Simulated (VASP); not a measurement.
Write the native input for VASP 6.6.1 that does the following.

```yaml
Task: single point
Functional: PBE
Potentials_or_basis: VASP PAW PBE potentials, release 64 (Re, P)
Cutoff: 520 eV
k_mesh: 12 × 12 × 12
Occupations: gaussian, width 0.05 eV
Spin: no spin polarisation
Dipole_correction: no
Further_INCAR_settings: ALGO = Normal; EDIFF = 1e-07; NBANDS = 13
```

The structure of ReP lies in POSCAR:

```
ReP
1.0
    0.0000000000      2.4742584329      2.4742584329
    2.4742584329      0.0000000000      2.4742584329
    2.4742584329      2.4742584329      0.0000000000
Re P
1 1
Direct
    0.5000000000      0.5000000000      0.5000000000
    0.0000000000      0.0000000000      0.0000000000
```

The input as run:

INCAR

```
  PREC = Accurate
  ENCUT = 520
  EDIFF = 1E-7
  ISMEAR = 0
  SIGMA = 0.05
  LREAL = F
  LASPH = T
  NELM = 100
  ALGO = Normal
  ISIF = 2
  LWAVE = F
  LCHARG = F
  GGA = PE
  NBANDS = 13
```

KPOINTS

```
Automatic mesh
0
Gamma
  12 12 12
```

Potentials or basis: VASP PAW PBE potentials, release 64 (Re, P).

Run with:

```console
$ cat potpaw_PBE.64/Re/POTCAR potpaw_PBE.64/P/POTCAR > POTCAR
$ mpirun -np 1 vasp_std > vasp.out
```

It gave:

| Quantity | Value |
| --- | --- |
| Pressure | -3.4 GPa |
| Band gap on the k mesh | zero (bands 6 and 7 overlap by 0.79 eV) |

Caveat: the cell stands under tension; spin-orbit coupling is left out, which moves the levels of the heavy elements.

Run time: 51 s on 1 thread of Intel Xeon 8259CL, with other jobs on the host, peak memory 0.18 GiB.
